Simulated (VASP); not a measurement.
Input of a VASP 6.6.1 run:

Contents of INCAR:

```
  PREC = Accurate
  ENCUT = 600
  EDIFF = 1E-7
  ISMEAR = 0
  SIGMA = 0.1
  LREAL = False
  LASPH = True
  NELM = 100
  ALGO = Normal
  ISIF = 3
  LWAVE = False
  LCHARG = False
  GGA = PE
  IBRION = 2
  NSW = 100
  EDIFFG = -0.01
```

KPOINTS

```
regular mesh
0
Gamma
  6 6 6
```

The input POSCAR:

```
Si3S2
1.0
   -4.4763831163      4.4763831163      4.4763831163
    4.4763831163     -4.4763831163      4.4763831163
    4.4763831163      4.4763831163     -4.4763831163
Si S
6 4
Direct
    0.0000000000      0.2517221316      0.2517221316
    0.0000000000      0.7482778684      0.7482778684
    0.2517221316      0.0000000000      0.2517221316
    0.7482778684      0.0000000000      0.7482778684
    0.2517221316      0.2517221316      0.0000000000
    0.7482778684      0.7482778684      0.0000000000
    0.0000000000      0.0000000000      0.0000000000
    0.0000000000      0.5000000000      0.5000000000
    0.5000000000      0.0000000000      0.5000000000
    0.5000000000      0.5000000000      0.0000000000
```

Potentials or basis: VASP PAW PBE potentials, release 64 (Si, S).

Launch:

```bash
$ cat potpaw_PBE.64/Si/POTCAR potpaw_PBE.64/S/POTCAR > POTCAR
$ mpirun -np 1 vasp_std > vasp.out
```

Problem. Predict the relaxed volume.

Solution. 35.36 Å³/atom.

Problem. Estimate the space group after relaxing (to 0.1 Å).

Solution. Im-3m (No. 229).

Problem. What does it give for the relaxed cell?

Solution. a = 7.716 Å, b = 7.716 Å, c = 7.716 Å, α = 109.47°, β = 109.47°, γ = 109.47°.

The path:
```csv
step,energy change (eV),largest force (eV/Å),pressure (GPa),volume (Å³)
1,0.0000,0.0642,-0.40,358.79
2,-0.0069,0.0101,-0.04,354.16
3,-0.0069,0.0153,-0.01,353.85
4,-0.0069,0.0170,0.00,353.75
5,-0.0069,0.0048,0.01,353.60
```
